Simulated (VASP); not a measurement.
# W in VASP: settings compared

W is run at these levels: PBE, SVWN5; tasks: single point.

All numbers are computed with VASP 6.6.1; they aren't measurements. Logs are shortened: lines on timing, memory, paths and dates and some standing lists are left out, and cuts for length are marked.

**1. The cell of the first run**

The structure is cubic, space group Im-3m (No. 229). The conventional cell has a = 3.227 Å, b = 3.227 Å, c = 3.227 Å, α = 90.00°, β = 90.00°, γ = 90.00°. W (site symmetry m-3m) has 14 W at 2.79 to 3.23 Å within 3.7 Å.

**2. Single point, PBE (volume scaled by 1.06)**

The input, INCAR:

```
SYSTEM = W
ALGO = Fast ; EDIFF = 1E-7
ENCUT = 520 ; GGA = PE
ISIF = 2 ; ISMEAR = -1
LASPH = .True. ; LCHARG = .False.
LREAL = .False. ; LWAVE = .False.
NBANDS = 13 ; NELM = 100
PREC = Accurate ; SIGMA = 0.05
```

The input, KPOINTS:

```
k-points
0
Gamma
  12 12 12
  0 0 0
```

The input, POSCAR:

```
W
1.0
   -1.6133792515      1.6133792515      1.6133792515
    1.6133792515     -1.6133792515      1.6133792515
    1.6133792515      1.6133792515     -1.6133792515
W
1
Direct
    0.0000000000      0.0000000000      0.0000000000
```

Potentials or basis: VASP PAW PBE potentials, release 64 (W_sv).

On the command line:

```sh
cat potpaw_PBE.64/W_sv/POTCAR > POTCAR
mpirun -np 1 vasp_std > vasp.out
```

OUTCAR:

```text
SYSTEM = W
   EDIFF = 1E-7
   ENCUT = 520
   GGA = PE
   ISIF = 2
   ISMEAR = -1
   LASPH = .True.
   LREAL = .False.
   NELM = 100
   PREC = Accurate

 ion  position               nearest neighbor table
   1  0.000  0.000  0.000-

  LATTYP: Found a body centered cubic cell.
 ALAT       =     3.2267585030

  Lattice vectors:

 A1 = (  -1.6133792515,   1.6133792515,   1.6133792515)
 A2 = (   1.6133792515,  -1.6133792515,   1.6133792515)
 A3 = (   1.6133792515,   1.6133792515,  -1.6133792515)

Analysis of symmetry for initial positions (statically):
=====================================================================
 Subroutine PRICEL returns:
 Original cell was already a primitive cell.

 Routine SETGRP: Setting up the symmetry group for a
 body centered cubic supercell.

 Subroutine GETGRP returns: Found 48 space group operations
 (whereof 48 operations were pure point group operations)
 out of a pool of 48 trial point group operations.

The static configuration has the point symmetry O_h .

Analysis of symmetry for dynamics (positions and initial velocities):
=====================================================================
 Subroutine PRICEL returns:
 Original cell was already a primitive cell.

 Routine SETGRP: Setting up the symmetry group for a
 body centered cubic supercell.

 Subroutine GETGRP returns: Found 48 space group operations
 (whereof 48 operations were pure point group operations)
 out of a pool of 48 trial point group operations.

The dynamic configuration has the point symmetry O_h .

 Subroutine INISYM returns: Found 48 space group operations
 (whereof 48 operations are pure point group operations),
 and found     1 'primitive' translations

----------------------------------------------------------------------------------------

                                     Primitive cell

  volume of cell :      16.7985

  direct lattice vectors                    reciprocal lattice vectors
    -1.613379252  1.613379252  1.613379252     0.000000000  0.309908535  0.309908535
     1.613379252 -1.613379252  1.613379252     0.309908535  0.000000000  0.309908535
     1.613379252  1.613379252 -1.613379252     0.309908535  0.309908535  0.000000000

  length of vectors
     2.794454835  2.794454835  2.794454835     0.438276853  0.438276853  0.438276853

  position of ions in fractional coordinates (direct lattice)
     0.000000000  0.000000000  0.000000000

  ion indices of the primitive-cell ions
   primitive index   ion index
                 1           1

----------------------------------------------------------------------------------------

 KPOINTS: k-points

Automatic generation of k-mesh.
 Grid dimensions read from file:
 generate k-points for:   12   12   12

 Generating k-lattice:

  Cartesian coordinates                     Fractional coordinates (reciprocal lattice)
     0.000000000  0.025825711  0.025825711     0.083333333  0.000000000  0.000000000
     0.025825711  0.000000000  0.025825711     0.000000000  0.083333333  0.000000000
     0.025825711  0.025825711  0.000000000     0.000000000  0.000000000  0.083333333

  Length of vectors
     0.036523071  0.036523071  0.036523071

  Shift w.r.t. Gamma in fractional coordinates (k-lattice)
     0.000000000  0.000000000  0.000000000

 Subroutine IBZKPT returns following result:
 ===========================================

 Found     72 irreducible k-points:

 Following reciprocal coordinates:
            Coordinates               Weight
  0.000000  0.000000  0.000000      1.000000
  0.083333  0.000000  0.000000     12.000000
  0.166667  0.000000  0.000000     12.000000
  0.250000  0.000000  0.000000     12.000000
  0.333333  0.000000  0.000000     12.000000
  0.416667  0.000000  0.000000     12.000000
[... 16 lines left out ...]
  0.333333  0.083333  0.083333     24.000000
  0.416667  0.083333  0.083333     12.000000
 [... further k-points ...]
   k-points           NKPTS =     72   k-points in BZ     NKDIM =     72   number of bands    NBANDS=     13
   number of dos      NEDOS =    301   number of ions     NIONS =      1
   total plane-waves  NPLWV =  13824
   dimension x,y,z NGX =    24 NGY =   24 NGZ =   24
   dimension x,y,z NGXF=    48 NGYF=   48 NGZF=   48
   ions per type =               1
   NGX,Y,Z   is equivalent  to a cutoff of  14.28, 14.28, 14.28 a.u.
   NGXF,Y,Z  is equivalent  to a cutoff of  28.56, 28.56, 28.56 a.u.
 SYSTEM =  W
   PREC   = accura    normal or accurate (medium, high low for compatibility)
   ISTART =      0    job   : 0-new  1-cont  2-samecut
   ICHARG =      2    charge: 1-file 2-atom 10-const
   ISPIN  =      1    spin polarized calculation?
   LNONCOLLINEAR =      F non collinear calculations
   LSORBIT =      F    spin-orbit coupling
   LASPH  =      T    aspherical Exc in radial PAW
   ENCUT  =  520.0 eV  38.22 Ry    6.18 a.u.   5.20  5.20  5.20*2*pi/ulx,y,z
   NELM   =    100;   NELMIN=  2; NELMDL= -5     # of ELM steps
   EDIFF  = 0.1E-06   stopping-criterion for ELM
   LREAL  =      F    real-space projection
   EDIFFG = 0.1E-05   stopping-criterion for IOM
   NSW    =      0    number of steps for IOM
   IBRION =     -1    ionic relax: 0-MD 1-quasi-New 2-CG
   NFREE  =      0    steps in history (QN), initial steepest desc. (CG)
   ISIF   =      2    stress and relaxation
   ISYM   =      2    0-nonsym 1-usesym 2-fastsym
   POTIM  = 0.5000    time-step for ionic-motion
   TEBEG  =    0.0;   TEEND  =   0.0 temperature during run
   PSTRESS=    0.0 pullay stress
   NELECT =      14.0000    total number of electrons
   NUPDOWN=      -1.0000    fix difference up-down
   EMIN   =  10.00;   EMAX   =-10.00  energy-range for DOS
   EFERMI =   0.00;   METHOD = LEGACY
   ISMEAR =    -1;   SIGMA  =   0.05  broadening in eV -4-tet -1-fermi 0-gaus
   EFERMI_NEDOS =   21; number of points for ismear=-14 and -15
   IALGO  =     68    algorithm
   IMIX   =      4    mixing-type and parameters
     AMIX     =   0.40;   BMIX     =  1.00
     AMIX_MAG =   1.60;   BMIX_MAG =  1.00
  volume/ion in A,a.u.               =      16.80       113.36
  Fermi-wavevector in a.u.,A,eV,Ry     =   1.540616  2.911342 32.293392  2.373497
  Thomas-Fermi vector in A             =   2.646678
   LORBIT       =      0    0 simple, 1 ext, 2 COOP (PROOUT), +10 PAW based schemes
[... 43 lines left out ...]
     11      25.0043      0.00000
     12      25.0043      0.00000
     13      25.0043      0.00000

 k-point     2 :       0.0833    0.0000    0.0000
  band No.  band energies     occupation
      1     -63.6485      2.00000
      2     -27.3692      2.00000
      3     -27.3174      2.00000
      4     -27.2935      2.00000
      5       1.6210      2.00000
      6       9.2961      2.00000
      7       9.4324      2.00000
      8       9.7791      2.00000
      9      12.4700      0.00000
     10      12.7447      0.00000
     11      25.2524      0.00000
     12      25.5354      0.00000
     13      25.7059      0.00000

 k-point     3 :       0.1667    0.0000    0.0000
  band No.  band energies     occupation
      1     -63.6297      2.00000
      2     -27.5726      2.00000
      3     -27.3826      2.00000
      4     -27.2942      2.00000
      5       2.4794      2.00000
      6       8.8328      2.00000
      7       9.1990      2.00000
      8      10.6551      0.09595
      9      12.1028      0.00000
     10      12.7862      0.00000
     11      25.6333      0.00000
     12      26.9941      0.00000
     13      27.0317      0.00000

 k-point     4 :       0.2500    0.0000    0.0000
  band No.  band energies     occupation
      1     -63.6040      2.00000
      2     -27.8418      2.00000
      3     -27.4705      2.00000
      4     -27.2953      2.00000
      5       3.6143      2.00000
      6       8.2712      2.00000
      7       8.8833      2.00000
      8      12.0344      0.00000
      9      12.1526      0.00000
     10      12.9158      0.00000
     11      25.0602      0.00000
     12      26.3783      0.00000
     13      29.2761      0.00000

 k-point     5 :       0.3333    0.0000    0.0000
  band No.  band energies     occupation
      1     -63.5781      2.00000
      2     -28.1018      2.00000
      3     -27.5571      2.00000
      4     -27.2963      2.00000
      5       4.4694      2.00000
      6       7.7715      2.00000
      7       9.1640      2.00000
      8      12.4754      0.00000
      9      13.1444      0.00000
     10      13.7576      0.00000
     11      23.6327      0.00000
     12      23.9756      0.00000
     13      30.6384      0.00000

 k-point     6 :       0.4167    0.0000    0.0000
  band No.  band energies     occupation
      1     -63.5591      2.00000
      2     -28.2868      2.00000
      3     -27.6197      2.00000
      4     -27.2971      2.00000
      5       4.7093      2.00000
      6       7.4366      2.00000
      7      10.2941      1.97141
      8      12.6833      0.00000
      9      13.3947      0.00000
     10      15.4516      0.00000
     11      21.7369      0.00000
     12      22.4192      0.00000
     13      27.8526      0.00000

 k-point     7 :       0.5000    0.0000    0.0000
  band No.  band energies     occupation
      1     -63.5521      2.00000
      2     -28.3535      2.00000
      3     -27.6424      2.00000
      4     -27.2974      2.00000
      5       4.7126      2.00000
      6       7.3195      2.00000
      7      11.1196      0.00001
      8      12.6018      0.00000
      9      13.5098      0.00000
     10      16.2596      0.00000
     11      20.7846      0.00000
     12      21.9566      0.00000
     13      26.6686      0.00000
[... 193 lines left out ...]
 k-point    20 :       0.0833    0.0833    0.0833
  band No.  band energies     occupation
      1     -63.6190      2.00000
      2     -27.7053      2.00000
      3     -27.3482      2.00000
      4     -27.3482      2.00000
      5       3.0130      2.00000
      6       8.6216      2.00000
      7       8.6216      2.00000
      8      11.5955      0.00000
      9      12.4960      0.00000
     10      12.4960      0.00000
     11      26.1863      0.00000
     12      26.9851      0.00000
     13      26.9851      0.00000

 k-point    21 :       0.1667    0.0833    0.0833
  band No.  band energies     occupation
      1     -63.5962      2.00000
      2     -27.9201      2.00000
      3     -27.4453      2.00000
      4     -27.3548      2.00000
      5       4.1461      2.00000
      6       8.0712      2.00000
      7       8.2457      2.00000
      8      12.4212      0.00000
      9      12.8790      0.00000
     10      13.1845      0.00000
     11      25.7391      0.00000
     12      26.2552      0.00000
     13      27.7498      0.00000

 k-point    22 :       0.2500    0.0833    0.0833
  band No.  band energies     occupation
      1     -63.5734      2.00000
      2     -28.1094      2.00000
      3     -27.5620      2.00000
      4     -27.3614      2.00000
      5       5.0848      2.00000
      6       7.6358      2.00000
      7       8.4233      2.00000
      8      12.6198      0.00000
      9      13.2009      0.00000
     10      15.0198      0.00000
     11      23.4989      0.00000
     12      24.2008      0.00000
     13      27.4468      0.00000

 k-point    23 :       0.3333    0.0833    0.0833
  band No.  band energies     occupation
      1     -63.5566      2.00000
      2     -28.2377      2.00000
      3     -27.6541      2.00000
      4     -27.3663      2.00000
      5       5.3364      2.00000
      6       7.3621      2.00000
      7       9.4914      2.00000
      8      12.8171      0.00000
      9      13.4470      0.00000
     10      16.7143      0.00000
     11      20.8791      0.00000
     12      23.0213      0.00000
     13      26.3177      0.00000

 k-point    24 :       0.4167    0.0833    0.0833
  band No.  band energies     occupation
      1     -63.5504      2.00000
      2     -28.2830      2.00000
      3     -27.6888      2.00000
      4     -27.3681      2.00000
      5       5.3285      2.00000
      6       7.2690      2.00000
      7      10.2369      1.99079
      8      12.8323      0.00000
      9      13.5458      0.00000
     10      17.4804      0.00000
     11      19.7642      0.00000
     12      22.5859      0.00000
     13      25.7765      0.00000

 [... further k-points ...]
[... 5 lines left out ...]
  --------------------------------------------------------------------------------------
  -------------------------------------------------------------------------------------
  Total       -1.1170298     -1.1170298     -1.1170298     -0.0000000      0.0000000      0.0000000
  in kB     -106.5383418   -106.5383418   -106.5383418     -0.0000000      0.0000000      0.0000000
  external PRESSURE =    -106.5383418 kB  Pullay stress =       0.0000000 kB

 VOLUME and BASIS-vectors are now :
 -----------------------------------------------------------------------------
  energy-cutoff  :      520.00
  volume of cell :       16.80
      direct lattice vectors                 reciprocal lattice vectors
    -1.613379252  1.613379252  1.613379252     0.000000000  0.309908535  0.309908535
     1.613379252 -1.613379252  1.613379252     0.309908535  0.000000000  0.309908535
     1.613379252  1.613379252 -1.613379252     0.309908535  0.309908535  0.000000000

 POSITION                                       TOTAL-FORCE (eV/Angst)
 -----------------------------------------------------------------------------------
      0.00000      0.00000      0.00000         0.000000     -0.000000      0.000000
 -----------------------------------------------------------------------------------
    total drift:                               -0.000000      0.000000     -0.000000

  FREE ENERGIE OF THE ION-ELECTRON SYSTEM (eV)
  ---------------------------------------------------
  free  energy   TOTEN  =       -12.9362992977 eV

  energy  without entropy=      -12.9325980441  energy(sigma->0) =      -12.93444867
```

Run time: 11 s. Hardware: 1 thread of AMD EPYC 9R45 (Zen 5), shared host; peak memory 0.12 GiB.

What came out:

- Free energy: -12.9363 eV
- Pressure: -10.7 GPa
- Band gap on the k mesh: zero (band 7 reaches 15.37 eV, above the bottom of band 8 at 9.48 eV)

Caveat: the cell differs from its parent crystal (volume scaled by 1.06); spin-orbit coupling is left out, which moves the levels of the heavy elements.

**3. Single point, PBE (the cell strained at random)**

The input, INCAR:

```
SYSTEM = W
PREC = Accurate
ENCUT = 520
EDIFF = 1E-6
ISMEAR = -1
SIGMA = 0.05
LREAL = .False.
LASPH = .True.
NELM = 60
ALGO = Fast
ISIF = 2
LWAVE = .False.
LCHARG = .False.
GGA = PE
NBANDS = 13
```

The input, KPOINTS:

```
Automatic mesh
0
Gamma
  12 12 12
  0 0 0
```

The input, POSCAR:

```
W
1.0
   -1.5448010000      1.6150760000      1.6310250000
    1.5711460000     -1.5452470000      1.5875410000
    1.5456960000      1.5461430000     -1.5611960000
W
1
Direct
    0.0109310000      0.0077030000      0.0229730000
```

Potentials or basis: VASP PAW PBE potentials, release 64 (W_sv).

On the command line:

```sh
cat potpaw_PBE.64/W_sv/POTCAR > POTCAR
mpirun -np 1 vasp_std > vasp.out
```

Wall time 81 s (1 thread of AMD EPYC 9R45 (Zen 5), shared host); peak memory 0.24 GiB.

Results (log left out):

```yaml
Free_energy: -12.9271 eV
Pressure: 6.6 GPa
Band_gap_on_the_k_mesh: zero (band 7 reaches 16.06 eV, above the bottom of band 8 at 10.57 eV)
```

Stress tensor (GPa, compression positive):
```
12.25  0.63 -2.21
 0.63  6.48 -6.38
-2.21 -6.38  1.03
```

Levels at points of the mesh, in eV from the Fermi level:
```
           k point  band 5  band 6  band 7  band 8  band 9  band 10
(0.00, 0.00, 0.00)   -9.59   -1.54   -1.39   -0.65    2.14     2.57
(0.50, 0.00, 0.00)   -6.28   -3.44    0.26    2.23    3.43     5.86
(0.00, 0.50, 0.00)   -6.24   -3.56    0.59    2.25    3.39     6.02
(0.50, 0.50, 0.00)   -6.22   -3.76    0.87    2.51    3.36     6.23
(0.00, 0.00, 0.50)   -6.22   -3.74    0.86    2.49    3.34     6.16
(0.50, 0.00, 0.50)   -6.21   -3.47    0.87    2.01    3.12     6.26
(0.00, 0.50, 0.50)   -6.20   -3.19    0.98    1.64    2.70     6.47
(0.50, 0.50, 0.50)   -5.82   -5.76    4.66    5.26    5.72     7.75
```

Caveat: the cell differs from its parent crystal (the cell strained at random); spin-orbit coupling is left out, which moves the levels of the heavy elements.

**4. Single point, SVWN5, collinear spin, ferromagnetic start**

This run uses another cell than the first one, of 15.85 Å³/atom, 0.943 times its volume.

The input, INCAR:

```
SYSTEM = W
ALGO = Fast
EDIFF = 1E-7
ENCUT = 520
GGA = VW
ISIF = 2
ISMEAR = 1
ISPIN = 2
LASPH = .True.
LCHARG = .False.
LMAXMIX = 4
LORBIT = 11
LREAL = .False.
LWAVE = .False.
MAGMOM = 0.5
NBANDS = 17
NELM = 150
PREC = Accurate
SIGMA = 0.025
```

The input, KPOINTS:

```
k-points
0
Gamma
  12 12 12
  0 0 0
```

The input, POSCAR:

```
W
1.0
   -1.5823450000      1.5823450000      1.5823450000
    1.5823450000     -1.5823450000      1.5823450000
    1.5823450000      1.5823450000     -1.5823450000
W
1
Direct
    0.0000000000      0.0000000000      0.0000000000
```

On the command line:

```sh
cat potpaw_PBE.64/W_sv/POTCAR > POTCAR
mpirun -np 1 vasp_std > vasp.out
```

Wall time 32 s (1 thread of Intel Xeon Platinum 8488C (Sapphire Rapids), shared host); peak memory 0.13 GiB.

It converged, with:

```yaml
Free_energy: 75.7887 eV
Pressure: -8.4 GPa
Band_gap_on_the_k_mesh: zero (filled and empty bands overlap)
Net_moment: 0.02 μB per cell
Valence_electrons_inside_the_program's_atomic_spheres: W 12.13
```

Levels at points of the mesh, in eV from the Fermi level:
Spin up:
| k point | band 4 | band 5 | band 6 | band 7 | band 8 | band 9 | band 10 | band 11 |
| --- | --- | --- | --- | --- | --- | --- | --- | --- |
| (0.00, 0.00, 0.00) | -37.66 | -9.55 | -1.20 | -1.20 | -1.20 | 2.24 | 2.24 | 14.71 |
| (0.50, 0.00, 0.00) | -37.67 | -6.22 | -3.52 | 0.85 | 2.14 | 3.10 | 6.19 | 11.08 |
| (0.50, 0.50, 0.50) | -38.57 | -5.79 | -5.79 | 5.20 | 5.20 | 5.20 | 8.39 | 8.39 |
Spin down:
| k point | band 4 | band 5 | band 6 | band 7 | band 8 | band 9 | band 10 | band 11 |
| --- | --- | --- | --- | --- | --- | --- | --- | --- |
| (0.00, 0.00, 0.00) | -37.57 | -9.52 | -1.17 | -1.17 | -1.17 | 2.28 | 2.28 | 14.72 |
| (0.50, 0.00, 0.00) | -37.58 | -6.19 | -3.50 | 0.89 | 2.18 | 3.14 | 6.23 | 11.13 |
| (0.50, 0.50, 0.50) | -38.49 | -5.77 | -5.77 | 5.24 | 5.24 | 5.24 | 8.43 | 8.43 |

Caveat: the PAW data sets were made with another functional, which shifts forces and pressure a little; spin-orbit coupling is left out, which moves the levels of the heavy elements.

**5. Summary**

```tsv
level	spin	cell	smearing	further INCAR settings	gap on the mesh (eV)	pressure (GPa)
PBE	off	a = 2.794 Å, angles 109.5°, 1 atom	fermi-dirac 0.05 eV	ALGO = Fast; EDIFF = 1e-07; NBANDS = 13	none	-10.7
PBE	off	a = 2.767, b = 2.716, c = 2.686 Å, angles 109.5, 109.1, 108.1°, 1 atom	fermi-dirac 0.05 eV	ALGO = Fast; EDIFF = 1e-06; NBANDS = 13	none	6.6
SVWN5	collinear, ferromagnetic start	a = 2.741 Å, angles 109.5°, 1 atom	methfessel-paxton 0.025 eV	ALGO = Fast; EDIFF = 1e-07; NBANDS = 17	none	-8.4
```

Alike in all rows: task single point; potentials or basis VASP PAW PBE potentials, release 64 (W_sv); k mesh 12 × 12 × 12; cutoff (eV) 520.

Caveats: spin-orbit coupling is left out, which moves the levels of the heavy elements; the PAW data sets were made with another functional, which shifts forces and pressure a little (some runs).

Absolute energies hang on the potentials; compare differences alone.
